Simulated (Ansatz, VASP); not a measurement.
## One calculation of MgO, two programs

```
CELL_PARAMETERS angstrom
3.47690 0.00000 0.00000
-1.73845 3.01108 0.00000
0.00000 0.00000 4.71820
ATOMIC_POSITIONS crystal
Mg 0.33333 0.66667 0.00366
Mg 0.66667 0.33333 0.50366
O 0.33333 0.66667 0.40094
O 0.66667 0.33333 0.90094
```

Alike in both runs: task single point; functional PBEsol; k mesh 9 × 9 × 6; occupations gaussian, width 0.05 eV; no spin polarisation.

```csv
,VASP,Ansatz
version,VASP 6.6.1,Ansatz 0.2.0
potentials or method,"VASP PAW PBE potentials, release 64 (Mg, O), cutoff 520 eV","scalar-relativistic, plane waves, PAW"
valence electrons in the cell,16,32
```

Ansatz gave:

```
gap on the k mesh at the Fermi level (eV)                     : 3.02
least direct gap on the mesh (eV)                             : 3.02
pressure (GPa)                                                : -3.5
traceless stress, the component that is largest in VASP (GPa) : 14.07
rms of the force components (eV/Å)                            : 0.774
```

What did VASP give for the same quantities?

gap on the k mesh at the Fermi level (eV): 3.01; least direct gap on the mesh (eV): 3.01; pressure (GPa): -3.8; traceless stress, the component that is largest in VASP (GPa): 14.33; rms of the force components (eV/Å): 0.787.

VASP's potentials were made for PBE, not for PBEsol, and Ansatz warns of the same on its side. Atom by atom the forces differ by 0.013 eV/Å (rms over components). VASP's potentials hold 16 valence electrons a cell and Ansatz's 32, so a difference there can come from the potentials and not from the codes.
